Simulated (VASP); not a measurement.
The system is NaCl.

```
Na Cl
1.0
     0.00000    2.80273    2.80273
     2.80273    0.00000    2.80273
     2.80273    2.80273    0.00000
Na Cl
1 1
Direct
  0.00000 0.00000 0.00000
  0.50000 0.50000 0.50000
```

Base run:

- Program: VASP 6.6.1
- Functional: PBE0
- Potentials or basis: VASP PAW PBE potentials, release 64 (Na_pv, Cl)
- Cutoff: 520 eV
- k mesh: 6 × 6 × 6
- Occupations: gaussian, width 0.01 eV
- Spin: no spin polarisation

Its results: band gap on the k mesh 7.28 eV, direct; pressure 0.6 GPa.

**Question.** The run is repeated on the same cell with these changes: functional from PBE0 to PBE. What comes out?

**Answer.** Band gap on the k mesh 5.18 eV, direct; pressure 1.2 GPa.

PBE0 gives the wider gap, since exact exchange removes part of the self-interaction.

Caveats: the PAW data sets were made with another functional, which shifts forces and pressure a little (some runs).

